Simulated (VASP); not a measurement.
Ir:

```
CELL_PARAMETERS angstrom
2.70524 0.00000 0.00000
-1.35262 2.34281 0.00000
0.00000 0.00000 4.38624
ATOMIC_POSITIONS crystal
Ir 0.66667 0.33333 0.75000
Ir 0.33333 0.66667 0.25000
```

This isn't the form of Ir at room conditions, which is fcc.

Base run:

```yaml
Program: VASP 6.6.1
Functional: LDA
Potentials_or_basis: VASP PAW LDA potentials, release 64 (Ir_sv_GW)
Cutoff: 500 eV
k_mesh: 21 × 21 × 12
Occupations: gaussian, width 0.15 eV
Spin: collinear spin
Starting_moments: "[0.7, 0.7] μB"
Fixed_moment: 1.4 μB
```

Its results: pressure 2.7 GPa; site moments Ir +0.69 μB.

Q: The run is repeated on the same cell with these changes: fixed moment from 1.4 μB to 0.6 μB; moments at the start from [0.7, 0.7] to [0.3, 0.3]. What comes out?

A: Pressure -0.9 GPa; site moments Ir +0.30 μB.

Caveats: the total moment is fixed, so each spin has its own Fermi level.
